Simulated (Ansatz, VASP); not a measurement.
## Au: VASP beside Ansatz

The input INCAR:

```
  ALGO = Fast
  EDIFF = 1E-6
  ENCUT = 520
  GGA = CA
  GGA_COMPAT = False
  ISIF = 2
  ISMEAR = -1
  LASPH = True
  LCHARG = False
  LMAXMIX = 4
  LORBIT = 11
  LORBMOM = True
  LREAL = False
  LSORBIT = True
  LWAVE = False
  MAGMOM = 0 0 0
  NBANDS = 22
  NELM = 150
  PREC = Accurate
  SIGMA = 0.05
```

File KPOINTS:

```
k-points
0
Gamma
  11 11 11
```

The input POSCAR:

```
Au
1.0
    0.0000000000      2.0213418704      2.0213418704
    2.0213418704      0.0000000000      2.0213418704
    2.0213418704      2.0213418704      0.0000000000
Au
1
Direct
    0.0000000000      0.0000000000      0.0000000000
```

Contents of input.yaml:

```yaml
crystal:
  lattice:
    - [0.0, 2.0213418704, 2.0213418704]
    - [2.0213418704, 0.0, 2.0213418704]
    - [2.0213418704, 2.0213418704, 0.0]
  atoms:
    - { symbol: Au, position: [0.0, 0.0, 0.0] }
hamiltonian:
  xc: lda
  pseudopotentials: { kind: paw_fr }
magnetization:
  noncollinear: true
  spin_orbit: true
kpoints:
  mp_grid: { grid: [11, 11, 11] }
scf:
  occupations: { method: fermi_dirac, width: 0.05 }
output:
  forces: true
  stress: true
  eigenvalues: true
  write_density: true
  write_potential: true
  elf: true
  volumetric_format: npy
```

Alike in both runs: task single point; functional LDA; k mesh 11 × 11 × 11; occupations fermi-dirac, width 0.05 eV; non-collinear spin, spin-orbit coupling.

```csv
,VASP,Ansatz
version,VASP 6.6.1,Ansatz 0.2.0
potentials or method,"VASP PAW LDA potentials, release 64 (Au)",Ansatz PAW
plane-wave cutoff (eV),520,420
valence electrons in the cell,11,19
```

|  | VASP | Ansatz | Ansatz less VASP |
| --- | --- | --- | --- |
| pressure (GPa) | 0.0 | -0.8 | -0.81 |
| net moment per atom (μB) | 0.00 | 0.00 | 0.000 |

LDA's correlation is that of Perdew and Zunger in VASP and of Perdew and Wang (1992) in Ansatz. VASP's potentials hold 11 valence electrons a cell and Ansatz's 19, so a difference there can come from the potentials and not from the codes.
